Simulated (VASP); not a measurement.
# BN (I-4m2) in VASP: notebook, part 2 of 2

VASP 6.6.1.

## 4. Single point, LDA (equal xx and yy strain of +1 %)

INCAR reads:

```
  ALGO = Normal
  EDIFF = 1E-7
  ENCUT = 520
  ISIF = 2
  ISMEAR = -1
  LASPH = True
  LCHARG = True
  LELF = True
  LREAL = False
  LVHAR = True
  LWAVE = False
  NBANDS = 11
  NELM = 60
  PREC = Accurate
  SIGMA = 0.02
```

KPOINTS reads:

```
k-points
0
Gamma
  11 11 11
```

POSCAR reads:

```
BN
1.0
    0.0000000000      1.8255750000      1.8075000000
    1.8255750000      0.0000000000      1.8075000000
    1.8255750000      1.8255750000      0.0000000000
B N
1 1
Direct
    0.0000000000      0.0000000000      0.0000000000
    0.7500000000      0.7500000000      0.7500000000
```

Potentials or basis: VASP PAW LDA potentials, release 64 (B, N).

The run is started by

```bash
> cat potpaw_LDA.64/B/POTCAR potpaw_LDA.64/N/POTCAR > POTCAR
> mpirun -np 1 vasp_std > vasp.out
```

OUTCAR:

```text
EDIFF = 1E-7
   ENCUT = 520
   ISIF = 2
   ISMEAR = -1
   LASPH = True
   LREAL = False
   NELM = 60
   PREC = Accurate

 ion  position               nearest neighbor table
   1  0.000  0.000  0.000-   2 1.58   2 1.58   2 1.58   2 1.58
   2  0.750  0.750  0.750-   1 1.58   1 1.58   1 1.58   1 1.58

  LATTYP: Found a body centered tetragonal cell.
 ALAT       =     2.5817529241
 C/A-ratio  =     1.4002114479

  Lattice vectors:

 A1 = (   0.0000000000,  -1.8255750000,  -1.8075000000)
 A2 = (   0.0000000000,   1.8255750000,  -1.8075000000)
 A3 = (   1.8255750000,   0.0000000000,   1.8075000000)

Analysis of symmetry for initial positions (statically):
=====================================================================
 Subroutine PRICEL returns:
 Original cell was already a primitive cell.

 Routine SETGRP: Setting up the symmetry group for a
 body centered tetragonal supercell.

 Subroutine GETGRP returns: Found  8 space group operations
 (whereof  8 operations were pure point group operations)
 out of a pool of 16 trial point group operations.

The static configuration has the point symmetry D_2d.

Analysis of symmetry for dynamics (positions and initial velocities):
=====================================================================
 Subroutine PRICEL returns:
 Original cell was already a primitive cell.

 Routine SETGRP: Setting up the symmetry group for a
 body centered tetragonal supercell.

 Subroutine GETGRP returns: Found  8 space group operations
 (whereof  8 operations were pure point group operations)
 out of a pool of 16 trial point group operations.

The dynamic configuration has the point symmetry D_2d.

 Subroutine INISYM returns: Found  8 space group operations
 (whereof  8 operations are pure point group operations),
 and found     1 'primitive' translations

----------------------------------------------------------------------------------------

                                     Primitive cell

  volume of cell :      12.0478

  direct lattice vectors                    reciprocal lattice vectors
     0.000000000  1.825575000  1.807500000    -0.273886310  0.273886310  0.276625173
     1.825575000  0.000000000  1.807500000     0.273886310 -0.273886310  0.276625173
     1.825575000  1.825575000  0.000000000     0.273886310  0.273886310 -0.276625173

  length of vectors
     2.569003762  2.569003762  2.581752924     0.475971541  0.475971541  0.475971541

  position of ions in fractional coordinates (direct lattice)
     0.000000000  0.000000000  0.000000000
     0.750000000  0.750000000  0.750000000

  ion indices of the primitive-cell ions
   primitive index   ion index
                 1           1
                 2           2

----------------------------------------------------------------------------------------

 KPOINTS: k-points

Automatic generation of k-mesh.
 Grid dimensions read from file:
 generate k-points for:   11   11   11

 Generating k-lattice:

  Cartesian coordinates                     Fractional coordinates (reciprocal lattice)
    -0.024898755  0.024898755  0.025147743     0.090909091  0.000000000  0.000000000
     0.024898755 -0.024898755  0.025147743     0.000000000  0.090909091  0.000000000
     0.024898755  0.024898755 -0.025147743     0.000000000  0.000000000  0.090909091

  Length of vectors
     0.043270140  0.043270140  0.043270140

  Shift w.r.t. Gamma in fractional coordinates (k-lattice)
     0.000000000  0.000000000  0.000000000

 Subroutine IBZKPT returns following result:
 ===========================================

 Found    126 irreducible k-points:

 Following reciprocal coordinates:
            Coordinates               Weight
  0.000000  0.000000  0.000000      1.000000
  0.090909 -0.000000  0.000000      8.000000
  0.181818 -0.000000  0.000000      8.000000
  0.272727 -0.000000  0.000000      8.000000
  0.363636 -0.000000  0.000000      8.000000
  0.454545 -0.000000  0.000000      8.000000
[... 16 lines left out ...]
 -0.272727  0.181818  0.000000      8.000000
 -0.181818  0.181818  0.000000      4.000000
 [... further k-points ...]
   k-points           NKPTS =    126   k-points in BZ     NKDIM =    126   number of bands    NBANDS=     11
   number of dos      NEDOS =    301   number of ions     NIONS =      2
   total plane-waves  NPLWV =   8000
   dimension x,y,z NGX =    20 NGY =   20 NGZ =   20
   dimension x,y,z NGXF=    40 NGYF=   40 NGZF=   40
   ions per type =               1   1
   NGX,Y,Z   is equivalent  to a cutoff of  12.94, 12.94, 12.88 a.u.
   NGXF,Y,Z  is equivalent  to a cutoff of  25.88, 25.88, 25.76 a.u.
 SYSTEM =  unknown system
   PREC   = accura    normal or accurate (medium, high low for compatibility)
   ISTART =      0    job   : 0-new  1-cont  2-samecut
   ICHARG =      2    charge: 1-file 2-atom 10-const
   ISPIN  =      1    spin polarized calculation?
   LNONCOLLINEAR =      F non collinear calculations
   LSORBIT =      F    spin-orbit coupling
   LASPH  =      T    aspherical Exc in radial PAW
   ENCUT  =  520.0 eV  38.22 Ry    6.18 a.u.   4.78  4.78  4.80*2*pi/ulx,y,z
   NELM   =     60;   NELMIN=  2; NELMDL= -5     # of ELM steps
   EDIFF  = 0.1E-06   stopping-criterion for ELM
   LREAL  =      F    real-space projection
   EDIFFG = 0.1E-05   stopping-criterion for IOM
   NSW    =      0    number of steps for IOM
   IBRION =     -1    ionic relax: 0-MD 1-quasi-New 2-CG
   NFREE  =      0    steps in history (QN), initial steepest desc. (CG)
   ISIF   =      2    stress and relaxation
   ISYM   =      2    0-nonsym 1-usesym 2-fastsym
   POTIM  = 0.5000    time-step for ionic-motion
   TEBEG  =    0.0;   TEEND  =   0.0 temperature during run
   PSTRESS=    0.0 pullay stress
   NELECT =       8.0000    total number of electrons
   NUPDOWN=      -1.0000    fix difference up-down
   EMIN   =  10.00;   EMAX   =-10.00  energy-range for DOS
   EFERMI =   0.00;   METHOD = LEGACY
   ISMEAR =    -1;   SIGMA  =   0.02  broadening in eV -4-tet -1-fermi 0-gaus
   EFERMI_NEDOS =   21; number of points for ismear=-14 and -15
   IALGO  =     38    algorithm
   IMIX   =      4    mixing-type and parameters
     AMIX     =   0.40;   BMIX     =  1.00
     AMIX_MAG =   1.60;   BMIX_MAG =  1.00
  volume/ion in A,a.u.               =       6.02        40.65
  Fermi-wavevector in a.u.,A,eV,Ry     =   1.428244  2.698989 27.754248  2.039880
  Thomas-Fermi vector in A             =   2.548326
   LORBIT       =      0    0 simple, 1 ext, 2 COOP (PROOUT), +10 PAW based schemes
   GGA     = CA    functional components
   LHFCALC =     F    Hartree Fock is set to
   AEXX    =    0.0000 exact exchange contribution
   IVDW    =     0    specifies the selected vdW correction
   LEPSILON=     F    determine dielectric tensor
   LRPA    =     F    only Hartree local field effects (RPA)
 non-spin polarized calculation
  energy-cutoff  :      520.00
  volume of cell :       12.05
 maximum number of plane-waves:       331
   NGX =  9   NGY =  9   NGZ =  9

 number of electron       8.0000001 magnetization

 Free energy of the ion-electron system (eV)
  ---------------------------------------------------
  ext. energy  EPLUGINS =         0.00000000
  ---------------------------------------------------
  free energy    TOTEN  =       -19.38319650 eV

  energy without entropy =      -19.38319650  energy(sigma->0) =      -19.38319650

 E-fermi :   7.5525     XC(G=0): -13.0094

 val. band max:        7.2063207268   @ k =   0.0000   0.0000   0.0000
 cond. band min:      11.4548670689   @ k =   0.4545   0.4545   0.0000
 fundamental gap:      4.2485463421
 Fermi energy:         7.5524594342

 k-point     1 :       0.0000    0.0000    0.0000
  band No.  band energies     occupation
      1     -12.7035      2.00000
      2       7.1102      2.00000
      3       7.1102      2.00000
      4       7.2063      2.00000
      5      15.6861      0.00000
      6      15.7559      0.00000
      7      15.7559      0.00000
      8      17.2612      0.00000
      9      31.2595      0.00000
     10      34.4326      0.00000
     11      34.8398      0.00000
[... 309 lines left out ...]
 k-point    24 :      -0.1818    0.1818    0.0000
  band No.  band energies     occupation
      1     -10.6792      2.00000
      2       1.7394      2.00000
      3       3.5002      2.00000
      4       6.0443      2.00000
      5      17.4391      0.00000
      6      17.4812      0.00000
      7      17.9957      0.00000
      8      20.3566      0.00000
      9      28.0520      0.00000
     10      28.8228      0.00000
     11      33.2369      0.00000

 [... further k-points ...]
[... 5 lines left out ...]
  --------------------------------------------------------------------------------------
  -------------------------------------------------------------------------------------
  Total       -1.4345593     -1.4345593     -0.9889256      0.0000000      0.0000000      0.0000000
  in kB     -190.7749830   -190.7749830   -131.5123508      0.0000000      0.0000000      0.0000000
  external PRESSURE =    -171.0207723 kB  Pullay stress =       0.0000000 kB

 VOLUME and BASIS-vectors are now :
 -----------------------------------------------------------------------------
  energy-cutoff  :      520.00
  volume of cell :       12.05
      direct lattice vectors                 reciprocal lattice vectors
     0.000000000  1.825575000  1.807500000    -0.273886310  0.273886310  0.276625173
     1.825575000  0.000000000  1.807500000     0.273886310 -0.273886310  0.276625173
     1.825575000  1.825575000  0.000000000     0.273886310  0.273886310 -0.276625173

 POSITION                                       TOTAL-FORCE (eV/Angst)
 -----------------------------------------------------------------------------------
      0.00000      0.00000      0.00000        -0.000000      0.000000      0.000000
      2.73836      2.73836      2.71125         0.000000     -0.000000     -0.000000
 -----------------------------------------------------------------------------------
    total drift:                                0.000000      0.000000     -0.000000

  FREE ENERGIE OF THE ION-ELECTRON SYSTEM (eV)
  ---------------------------------------------------
  free  energy   TOTEN  =       -19.3831965044 eV

  energy  without entropy=      -19.3831965044  energy(sigma->0) =      -19.38319650
```

Run time: 14 s. Hardware: 1 thread of Intel Xeon Platinum 8488C (Sapphire Rapids), shared host; peak memory 0.12 GiB.

What came out:

```yaml
Free_energy: -19.3832 eV
Pressure: -17.1 GPa
Band_gap_on_the_k_mesh: 4.25 eV, indirect (least direct gap 8.48 eV)
```

Caveat: the cell differs from its parent crystal (equal xx and yy strain of +1 %).

## 5. Single point, LDA (equal xx and yy strain of +2 %)

INCAR reads:

```
SYSTEM = BN
ALGO     = Normal         ! electronic algorithm
EDIFF    = 1E-6           ! SCF threshold, eV
ENCUT    = 520            ! plane-wave cutoff, eV
GGA      = CA             ! functional
ISIF     = 2              ! what is computed and relaxed
ISMEAR   = -1             ! smearing method
LASPH    = .TRUE.         ! aspherical terms in the spheres
LCHARG   = .TRUE.         ! write CHGCAR
LELF     = .TRUE.         ! ELF
LREAL    = .FALSE.        ! projectors in reciprocal space
LVHAR    = .TRUE.       
LWAVE    = .FALSE.        ! write WAVECAR
NBANDS   = 11             ! bands
NELM     = 100            ! most SCF steps
PREC     = Accurate       ! precision mode
SIGMA    = 0.02           ! smearing width, eV
```

KPOINTS reads:

```
k-points
0
G
  11 11 11
  0 0 0
```

POSCAR reads:

```
BN
1.0
    0.0000000000      1.8436500000      1.8075000000
    1.8436500000      0.0000000000      1.8075000000
    1.8436500000      1.8436500000      0.0000000000
B N
1 1
Direct
    0.0000000000      0.0000000000      0.0000000000
    0.7500000000      0.7500000000      0.7500000000
```

The run is started by

```bash
> cat potpaw_LDA.64/B/POTCAR potpaw_LDA.64/N/POTCAR > POTCAR
> mpirun -np 1 vasp_std > vasp.out
```

Wall time 14 s (1 thread of Intel Xeon Platinum 8488C (Sapphire Rapids), shared host); peak memory 0.12 GiB.

The run converged. Its results:

```
Free energy            : -19.3487 eV
Pressure               : -23.5 GPa
Band gap on the k mesh : 4.06 eV, indirect (least direct gap 8.29 eV)
```

Stress tensor (GPa, compression positive):
```
-27.31   0.00   0.00
  0.00 -27.31   0.00
  0.00   0.00 -15.89
```

Levels at points of the mesh, in eV from the valence-band top:
```csv
k point,band 2,band 3,band 4,band 5,band 6,band 7
"(0.00, 0.00, 0.00)",-0.19,-0.19,0.00,8.29,8.42,8.42
```

Caveat: the cell differs from its parent crystal (equal xx and yy strain of +2 %).

## 6. The runs side by side

```tsv
cell	gap on the mesh (eV)	pressure (GPa)
a = 2.569, b = 2.569, c = 2.556 Å, angles 60.2, 60.2, 59.7°, 2 atoms	4.35	-13.6
a = 2.582, b = 2.582, c = 2.556 Å, angles 60.3, 60.3, 59.3°, 2 atoms	4.25	-17.1
a = 2.569, b = 2.569, c = 2.582 Å, angles 59.8, 59.8, 60.3°, 2 atoms	4.25	-17.1
a = 2.582, b = 2.582, c = 2.607 Å, angles 59.7, 59.7, 60.7°, 2 atoms	4.06	-23.5
```

Alike in all rows: task single point; level LDA; potentials or basis VASP PAW LDA potentials, release 64 (B, N); no spin polarisation; k mesh 11 × 11 × 11; cutoff (eV) 520; smearing fermi-dirac 0.02 eV.

Total energies depend on the potentials used, so only differences within one code and one set of settings carry meaning.
